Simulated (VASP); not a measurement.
# BN (P6_3/mmc) in VASP: notebook

Runs on BN. Level: PBE. Tasks: single point, relaxation of volume and atoms at fixed shape.

All numbers are computed with VASP 6.6.1; they aren't measurements. Logs are shortened: lines on timing, memory, paths and dates and some standing lists are left out, and cuts for length are marked.

**1. The cell of the first run**

It takes space group P6_3/mmc (No. 194, hexagonal). Conventional cell: a = 2.516 Å, b = 2.516 Å, c = 6.682 Å, α = 90.00°, β = 90.00°, γ = 120.00°. B (site symmetry -6m2) has 3 N at 1.45 Å within 1.9 Å. N (site symmetry -6m2) has 3 B at 1.45 Å within 1.9 Å.

**2. Single point, PBE**

File INCAR:

```
PREC = Accurate ; ENCUT = 520
EDIFF = 1E-6 ; ISMEAR = 0
SIGMA = 0.02 ; LREAL = F
LASPH = T ; NELM = 60
ALGO = Normal ; ISIF = 2
LWAVE = F ; LCHARG = T
GGA = PE ; LELF = T
LVHAR = T ; NBANDS = 16
```

File KPOINTS:

```
regular mesh
0
Gamma
  10 10 4
```

File POSCAR:

```
BN
1.0
    2.5156474815      0.0000000000      0.0000000000
   -1.2578237408      2.1786146260      0.0000000000
    0.0000000000      0.0000000000      6.6819368881
B N
2 2
Direct
    0.3333333333      0.6666666667      0.2500000000
    0.6666666667      0.3333333333      0.7500000000
    0.3333333333      0.6666666667      0.7500000000
    0.6666666667      0.3333333333      0.2500000000
```

Potentials or basis: VASP PAW PBE potentials, release 64 (B, N).

On the command line:

```bash
$ cat potpaw_PBE.64/B/POTCAR potpaw_PBE.64/N/POTCAR > POTCAR
$ mpirun -np 1 vasp_std > vasp.out
```

OUTCAR:

```text
PREC = Accurate
   ENCUT = 520
   EDIFF = 1E-6
   ISMEAR = 0
   LREAL = F
   LASPH = T
   NELM = 60
   ISIF = 2
   GGA = PE

 ion  position               nearest neighbor table
   1  0.333  0.667  0.250-   4 1.45   4 1.45   4 1.45
   2  0.667  0.333  0.750-   3 1.45   3 1.45   3 1.45
   3  0.333  0.667  0.750-   2 1.45   2 1.45   2 1.45
   4  0.667  0.333  0.250-   1 1.45   1 1.45   1 1.45

  LATTYP: Found a hexagonal cell.
 ALAT       =     2.5156474815
 C/A-ratio  =     2.6561499325

  Lattice vectors:

 A1 = (   2.5156474815,   0.0000000000,   0.0000000000)
 A2 = (  -1.2578237408,   2.1786146260,   0.0000000000)
 A3 = (   0.0000000000,   0.0000000000,   6.6819368881)

Analysis of symmetry for initial positions (statically):
=====================================================================
 Subroutine PRICEL returns:
 Original cell was already a primitive cell.

 Routine SETGRP: Setting up the symmetry group for a
 hexagonal supercell.

 Subroutine GETGRP returns: Found 24 space group operations
 (whereof 12 operations were pure point group operations)
 out of a pool of 24 trial point group operations.

The static configuration has the point symmetry D_3d.
 The point group associated with its full space group is D_6h.

Analysis of symmetry for dynamics (positions and initial velocities):
=====================================================================
 Subroutine PRICEL returns:
 Original cell was already a primitive cell.

 Routine SETGRP: Setting up the symmetry group for a
 hexagonal supercell.

 Subroutine GETGRP returns: Found 24 space group operations
 (whereof 12 operations were pure point group operations)
 out of a pool of 24 trial point group operations.

The dynamic configuration has the point symmetry D_3d.
 The point group associated with its full space group is D_6h.

 Subroutine INISYM returns: Found 24 space group operations
 (whereof 12 operations are pure point group operations),
 and found     1 'primitive' translations

----------------------------------------------------------------------------------------

                                     Primitive cell

  volume of cell :      36.6212

  direct lattice vectors                    reciprocal lattice vectors
     2.515647481  0.000000000  0.000000000     0.397511975  0.229503646  0.000000000
    -1.257823741  2.178614626  0.000000000     0.000000000  0.459007292  0.000000000
     0.000000000  0.000000000  6.681936888     0.000000000  0.000000000  0.149657205

  length of vectors
     2.515647481  2.515647482  6.681936888     0.459007292  0.459007292  0.149657205

  position of ions in fractional coordinates (direct lattice)
     0.333333333  0.666666667  0.250000000
     0.666666667  0.333333333  0.750000000
     0.333333333  0.666666667  0.750000000
     0.666666667  0.333333333  0.250000000

  ion indices of the primitive-cell ions
   primitive index   ion index
                 1           1
                 2           2
                 3           3
                 4           4

----------------------------------------------------------------------------------------

 KPOINTS: regular mesh

Automatic generation of k-mesh.
 Grid dimensions read from file:
 generate k-points for:   10   10    4

 Generating k-lattice:

  Cartesian coordinates                     Fractional coordinates (reciprocal lattice)
     0.039751198  0.022950365  0.000000000     0.100000000 -0.000000000  0.000000000
     0.000000000  0.045900729  0.000000000     0.000000000  0.100000000  0.000000000
     0.000000000  0.000000000  0.037414301     0.000000000  0.000000000  0.250000000

  Length of vectors
     0.045900729  0.045900729  0.037414301

  Shift w.r.t. Gamma in fractional coordinates (k-lattice)
     0.000000000  0.000000000  0.000000000

 Subroutine IBZKPT returns following result:
 ===========================================

 Found     42 irreducible k-points:

 Following reciprocal coordinates:
            Coordinates               Weight
  0.000000  0.000000  0.000000      1.000000
  0.100000  0.000000  0.000000      6.000000
  0.200000  0.000000  0.000000      6.000000
  0.300000 -0.000000  0.000000      6.000000
  0.400000 -0.000000  0.000000      6.000000
  0.500000 -0.000000  0.000000      3.000000
[... 16 lines left out ...]
  0.300000  0.100000  0.250000     24.000000
  0.400000  0.100000  0.250000     24.000000
 [... further k-points ...]
   k-points           NKPTS =     42   k-points in BZ     NKDIM =     42   number of bands    NBANDS=     16
   number of dos      NEDOS =    301   number of ions     NIONS =      4
   total plane-waves  NPLWV =  20000
   dimension x,y,z NGX =    20 NGY =   20 NGZ =   50
   dimension x,y,z NGXF=    40 NGYF=   40 NGZF=  100
   ions per type =               2   2
   NGX,Y,Z   is equivalent  to a cutoff of  13.22, 13.22, 12.44 a.u.
   NGXF,Y,Z  is equivalent  to a cutoff of  26.43, 26.43, 24.88 a.u.
 SYSTEM =  unknown system
   PREC   = accura    normal or accurate (medium, high low for compatibility)
   ISTART =      0    job   : 0-new  1-cont  2-samecut
   ICHARG =      2    charge: 1-file 2-atom 10-const
   ISPIN  =      1    spin polarized calculation?
   LNONCOLLINEAR =      F non collinear calculations
   LSORBIT =      F    spin-orbit coupling
   LASPH  =      T    aspherical Exc in radial PAW
   ENCUT  =  520.0 eV  38.22 Ry    6.18 a.u.   4.68  4.68 12.42*2*pi/ulx,y,z
   NELM   =     60;   NELMIN=  2; NELMDL= -5     # of ELM steps
   EDIFF  = 0.1E-05   stopping-criterion for ELM
   LREAL  =      F    real-space projection
   EDIFFG = 0.1E-04   stopping-criterion for IOM
   NSW    =      0    number of steps for IOM
   IBRION =     -1    ionic relax: 0-MD 1-quasi-New 2-CG
   NFREE  =      0    steps in history (QN), initial steepest desc. (CG)
   ISIF   =      2    stress and relaxation
   ISYM   =      2    0-nonsym 1-usesym 2-fastsym
   POTIM  = 0.5000    time-step for ionic-motion
   TEBEG  =    0.0;   TEEND  =   0.0 temperature during run
   PSTRESS=    0.0 pullay stress
   NELECT =      16.0000    total number of electrons
   NUPDOWN=      -1.0000    fix difference up-down
   EMIN   =  10.00;   EMAX   =-10.00  energy-range for DOS
   EFERMI =   0.00;   METHOD = LEGACY
   ISMEAR =     0;   SIGMA  =   0.02  broadening in eV -4-tet -1-fermi 0-gaus
   EFERMI_NEDOS =   21; number of points for ismear=-14 and -15
   IALGO  =     38    algorithm
   IMIX   =      4    mixing-type and parameters
     AMIX     =   0.40;   BMIX     =  1.00
     AMIX_MAG =   1.60;   BMIX_MAG =  1.00
  volume/ion in A,a.u.               =       9.16        61.78
  Fermi-wavevector in a.u.,A,eV,Ry     =   1.242236  2.347485 20.995821  1.543149
  Thomas-Fermi vector in A             =   2.376599
   LORBIT       =      0    0 simple, 1 ext, 2 COOP (PROOUT), +10 PAW based schemes
   GGA     = PE    functional components
   LHFCALC =     F    Hartree Fock is set to
   AEXX    =    0.0000 exact exchange contribution
   IVDW    =     0    specifies the selected vdW correction
   LEPSILON=     F    determine dielectric tensor
   LRPA    =     F    only Hartree local field effects (RPA)
 non-spin polarized calculation
 Gauss-broadening in eV      SIGMA  =   0.02
  energy-cutoff  :      520.00
  volume of cell :       36.62
 maximum number of plane-waves:      1002
 NGX is ok and might be reduce to    20
   NGX =  9   NGY =  9   NGZ = 25

 number of electron      15.9999999 magnetization

 Free energy of the ion-electron system (eV)
  ---------------------------------------------------
  ext. energy  EPLUGINS =         0.00000000
  ---------------------------------------------------
  free energy    TOTEN  =       -35.15964091 eV

  energy without entropy =      -35.15964091  energy(sigma->0) =      -35.15964091

 E-fermi :   2.3942     XC(G=0): -10.0004

 val. band max:        2.2042498120   @ k =   0.3000   0.3000   0.0000
 cond. band min:       6.4263071083   @ k =   0.5000  -0.0000   0.0000
 fundamental gap:      4.2220572963
 Fermi energy:         2.3942205316

 k-point     1 :       0.0000    0.0000    0.0000
  band No.  band energies     occupation
      1     -15.5459      2.00000
      2     -15.2641      2.00000
      3      -3.9543      2.00000
      4      -1.8827      2.00000
      5       0.8176      2.00000
      6       0.8176      2.00000
[... 8 lines left out ...]
     15      14.1307      0.00000
     16      15.0218      0.00000

 k-point     2 :       0.1000    0.0000    0.0000
  band No.  band energies     occupation
      1     -15.3525      2.00000
      2     -15.0770      2.00000
      3      -3.6890      2.00000
      4      -1.6447      2.00000
      5       0.0345      2.00000
      6       0.0651      2.00000
[... 8 lines left out ...]
     15      14.5481      0.00000
     16      14.8301      0.00000

 k-point     3 :       0.2000    0.0000    0.0000
  band No.  band energies     occupation
      1     -14.7882      2.00000
      2     -14.5324      2.00000
      3      -2.9078      2.00000
      4      -1.8355      2.00000
      5      -1.7907      2.00000
      6      -0.9529      2.00000
[... 8 lines left out ...]
     15      16.6145      0.00000
     16      16.7239      0.00000

 k-point     4 :       0.3000   -0.0000    0.0000
  band No.  band energies     occupation
      1     -13.9168      2.00000
      2     -13.6974      2.00000
      3      -4.0132      2.00000
      4      -3.9423      2.00000
      5      -1.6709      2.00000
      6      -1.1815      2.00000
[... 8 lines left out ...]
     15      17.6031      0.00000
     16      19.5139      0.00000

 k-point     5 :       0.4000   -0.0000    0.0000
  band No.  band energies     occupation
      1     -12.9311      2.00000
      2     -12.7781      2.00000
      3      -5.8766      2.00000
      4      -5.7953      2.00000
      5      -1.7550      2.00000
      6      -1.6935      2.00000
[... 8 lines left out ...]
     15      17.2754      0.00000
     16      21.1071      0.00000

 k-point     6 :       0.5000   -0.0000    0.0000
  band No.  band energies     occupation
      1     -12.3935      2.00000
      2     -12.3245      2.00000
      3      -6.6821      2.00000
      4      -6.6183      2.00000
      5      -1.9571      2.00000
      6      -1.8943      2.00000
[... 8 lines left out ...]
     15      17.3028      0.00000
     16      20.7823      0.00000

 k-point     7 :       0.1000    0.1000    0.0000
  band No.  band energies     occupation
      1     -14.9733      2.00000
      2     -14.7108      2.00000
      3      -3.1653      2.00000
      4      -1.1792      2.00000
      5      -1.1598      2.00000
      6      -1.1417      2.00000
[... 8 lines left out ...]
     15      15.5797      0.00000
     16      16.6713      0.00000

 k-point     8 :       0.2000    0.1000    0.0000
  band No.  band energies     occupation
      1     -14.2510      2.00000
      2     -14.0160      2.00000
      3      -3.0146      2.00000
      4      -2.9715      2.00000
      5      -2.1519      2.00000
      6      -1.2483      2.00000
[... 8 lines left out ...]
     15      17.1182      0.00000
     16      17.2796      0.00000

 k-point     9 :       0.3000    0.1000    0.0000
  band No.  band energies     occupation
      1     -13.2978      2.00000
      2     -13.1118      2.00000
      3      -4.9778      2.00000
      4      -4.9050      2.00000
      5      -2.0364      2.00000
      6      -1.9724      2.00000
[... 8 lines left out ...]
     15      17.2201      0.00000
     16      19.5842      0.00000
[... 172 lines left out ...]
 k-point    19 :       0.4000   -0.0000    0.2500
  band No.  band energies     occupation
      1     -12.9091      2.00000
      2     -12.8010      2.00000
      3      -5.8674      2.00000
      4      -5.8099      2.00000
      5      -1.7460      2.00000
      6      -1.7025      2.00000
[... 8 lines left out ...]
     15      18.3069      0.00000
     16      20.5161      0.00000

 k-point    20 :       0.5000   -0.0000    0.2500
  band No.  band energies     occupation
      1     -12.3832      2.00000
      2     -12.3344      2.00000
      3      -6.6758      2.00000
      4      -6.6306      2.00000
      5      -1.9479      2.00000
      6      -1.9036      2.00000
[... 8 lines left out ...]
     15      17.6876      0.00000
     16      20.0954      0.00000

 k-point    21 :       0.1000    0.1000    0.2500
  band No.  band energies     occupation
      1     -14.9367      2.00000
      2     -14.7512      2.00000
      3      -2.9253      2.00000
      4      -1.5622      2.00000
      5      -1.1509      2.00000
      6      -1.1135      2.00000
[... 8 lines left out ...]
     15      15.5893      0.00000
     16      16.0729      0.00000

 k-point    22 :       0.2000    0.1000    0.2500
  band No.  band energies     occupation
      1     -14.2180      2.00000
      2     -14.0519      2.00000
      3      -3.0177      2.00000
      4      -2.9835      2.00000
      5      -1.9104      2.00000
      6      -1.2415      2.00000
[... 8 lines left out ...]
     15      17.1332      0.00000
     16      17.2531      0.00000

 k-point    23 :       0.3000    0.1000    0.2500
  band No.  band energies     occupation
      1     -13.2714      2.00000
      2     -13.1399      2.00000
      3      -4.9700      2.00000
      4      -4.9183      2.00000
      5      -2.0283      2.00000
      6      -1.9828      2.00000
[... 8 lines left out ...]
     15      17.8965      0.00000
     16      19.4104      0.00000

 k-point    24 :       0.4000    0.1000    0.2500
  band No.  band energies     occupation
      1     -12.4362      2.00000
      2     -12.3660      2.00000
      3      -6.3530      2.00000
      4      -6.3012      2.00000
      5      -2.4461      2.00000
      6      -2.3977      2.00000
[... 8 lines left out ...]
     15      17.3382      0.00000
     16      20.2189      0.00000

 [... further k-points ...]
[... 5 lines left out ...]
  --------------------------------------------------------------------------------------
  -------------------------------------------------------------------------------------
  Total       -0.2798477     -0.2798477      0.5904538      0.0000000      0.0000000      0.0000000
  in kB      -12.2433357    -12.2433357     25.8323527      0.0000000      0.0000000      0.0000000
  external PRESSURE =       0.4485604 kB  Pullay stress =       0.0000000 kB

 VOLUME and BASIS-vectors are now :
 -----------------------------------------------------------------------------
  energy-cutoff  :      520.00
  volume of cell :       36.62
      direct lattice vectors                 reciprocal lattice vectors
     2.515647481  0.000000000  0.000000000     0.397511975  0.229503646  0.000000000
    -1.257823741  2.178614626  0.000000000     0.000000000  0.459007292  0.000000000
     0.000000000  0.000000000  6.681936888     0.000000000  0.000000000  0.149657205

 POSITION                                       TOTAL-FORCE (eV/Angst)
 -----------------------------------------------------------------------------------
     -0.00000      1.45241      1.67048         0.000000      0.000000      0.000000
      1.25782      0.72620      5.01145        -0.000000     -0.000000      0.000000
     -0.00000      1.45241      5.01145        -0.000000     -0.000000      0.000000
      1.25782      0.72620      1.67048        -0.000000      0.000000      0.000000
 -----------------------------------------------------------------------------------
    total drift:                               -0.000000      0.000000      0.000000

  FREE ENERGIE OF THE ION-ELECTRON SYSTEM (eV)
  ---------------------------------------------------
  free  energy   TOTEN  =       -35.1596409079 eV

  energy  without entropy=      -35.1596409079  energy(sigma->0) =      -35.15964091
```

Run time: 13 s. Hardware: 1 thread of Intel Xeon 6975P-C, shared host; peak memory 0.16 GiB.

What came out:

- Free energy: -35.1596 eV
- Pressure: 0.0 GPa
- Band gap on the k mesh: 4.22 eV, indirect (least direct gap 4.64 eV)

Stress tensor (GPa, compression positive):
```
-1.22  0.00  0.00
 0.00 -1.22  0.00
 0.00  0.00  2.58
```

Levels at points of the mesh, in eV from the valence-band top:
```
           k point  band 5  band 6  band 7  band 8  band 9  band 10  band 11  band 12
(0.00, 0.00, 0.00)   -1.39   -1.39   -1.35   -1.35    5.18    10.16    11.39    11.39
(0.50, 0.00, 0.00)   -4.16   -4.10   -1.45   -0.47    4.22     5.55     9.36     9.77
(0.00, 0.00, 0.50)   -1.37   -1.37   -1.37   -1.37    7.50     7.50    11.45    11.45
(0.50, 0.00, 0.50)   -4.13   -4.13   -0.94   -0.94    4.67     4.67     9.73     9.73
```

Caveat: this functional lacks dispersion, which binds the layers, so the pressure and a relaxed spacing across them are unreliable. A hybrid or GW would open this gap; PBE tends to underestimate it.

**3. Relaxation of volume and atoms at fixed shape, PBE**

This run uses another cell than the first one, of 8.97 Å³/atom, 0.979 times its volume.

File INCAR:

```
SYSTEM = BN
ALGO = Normal
EDIFF = 1E-6
EDIFFG = -0.02
ENCUT = 600
GGA = PE
IBRION = 2
ISIF = 8
ISMEAR = 0
LASPH = .TRUE.
LCHARG = .FALSE.
LREAL = .FALSE.
LWAVE = .FALSE.
NELM = 100
NSW = 80
PREC = Accurate
SIGMA = 0.02
```

File KPOINTS:

```
k-points
0
G
  10 10 4
  0 0 0
```

File POSCAR:

```
BN
1.0
    2.4982400000      0.0000000000      0.0000000000
   -1.2491200000      2.1635393000      0.0000000000
    0.0000000000      0.0000000000      6.6357000000
B N
2 2
Direct
    0.3333333300      0.6666666700      0.2500000000
    0.6666666700      0.3333333300      0.7500000000
    0.3333333300      0.6666666700      0.7500000000
    0.6666666700      0.3333333300      0.2500000000
```

Potentials or basis: VASP PAW PBE potentials, release 64 (B, N).

On the command line:

```bash
$ cat potpaw_PBE.64/B/POTCAR potpaw_PBE.64/N/POTCAR > POTCAR
$ mpirun -np 1 vasp_std > vasp.out
```

Run time: 21 s. Hardware: 1 thread of Intel Xeon 6975P-C, shared host; peak memory 0.16 GiB.

Results (log left out):

```yaml
Free_energy: -35.1646 eV
Relaxed_volume: 9.15 Å³/atom
Relaxed_cell: a = 2.515 Å, b = 2.515 Å, c = 6.681 Å, α = 90.00°, β = 90.00°, γ = 120.00°
Space_group_after_relaxing_to_0.05_Å: P6_3/mmc (No. 194)
Energy_gained_by_relaxing: 2.8 meV/atom
Ionic_steps: 3
Pressure_after_relaxing: 0.0 GPa
Band_gap_on_the_k_mesh: 4.22 eV, indirect (least direct gap 4.64 eV)
```

Stress tensor (GPa, compression positive):
```
-1.25  0.00  0.00
 0.00 -1.25  0.00
 0.00  0.00  2.48
```

The path:
```
step  energy change (eV)  largest force (eV/Å)  pressure (GPa)  volume (Å³)
   1              0.0000                0.0000            4.99        35.87
   2             -0.0008                0.0000           -4.51        37.33
   3             -0.0112                0.0000            0.00        36.60
```

Final structure:
```yaml
crystal:
  lattice:
    - [2.51525, 0.00000, 0.00000]
    - [-1.25762, 2.17827, 0.00000]
    - [0.00000, 0.00000, 6.68087]
  atoms:
    - { symbol: B, position: [0.33333, 0.66667, 0.25000] }
    - { symbol: B, position: [0.66667, 0.33333, 0.75000] }
    - { symbol: N, position: [0.33333, 0.66667, 0.75000] }
    - { symbol: N, position: [0.66667, 0.33333, 0.25000] }
```

Levels at points of the mesh, in eV from the valence-band top:
| k point | band 6 | band 7 | band 8 | band 9 | band 10 | band 11 |
| --- | --- | --- | --- | --- | --- | --- |
| (0.00, 0.00, 0.00) | -1.39 | -1.35 | -1.35 | 5.18 | 10.16 | 11.40 |
| (0.50, 0.00, 0.00) | -4.10 | -1.45 | -0.47 | 4.22 | 5.55 | 9.37 |
| (0.00, 0.00, 0.50) | -1.37 | -1.37 | -1.37 | 7.50 | 7.50 | 11.46 |
| (0.50, 0.00, 0.50) | -4.13 | -0.94 | -0.94 | 4.67 | 4.67 | 9.74 |

Caveat: this functional lacks dispersion, which binds the layers, so the pressure and a relaxed spacing across them are unreliable.
